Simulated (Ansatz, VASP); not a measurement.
Two plane-wave programs on PbS

```
CELL_PARAMETERS angstrom
3.63513 0.00000 0.00000
0.00000 3.63513 0.00000
0.00000 0.00000 3.63513
ATOMIC_POSITIONS crystal
Pb 0.00000 0.00000 0.00000
S 0.50000 0.50000 0.50000
```

Alike in both runs: task single point; functional r2SCAN; k mesh 6 × 6 × 6; occupations fermi-dirac, width 0.02 eV; no spin polarisation.

|  | VASP | Ansatz |
| --- | --- | --- |
| version | VASP 6.6.1 | Ansatz 0.2.0 |
| potentials or method | VASP PAW PBE potentials, release 64 (Pb_d, S) | plane waves, PAW |
| plane-wave cutoff (eV) | 520 | 500 |
| valence electrons in the cell | 20 | 20 |

```csv
,VASP,Ansatz,Ansatz less VASP
pressure (GPa),0.0,0.0,0.00
```

VASP's potentials were made for PBE, not for r2SCAN.

Neither program's run includes spin-orbit coupling.
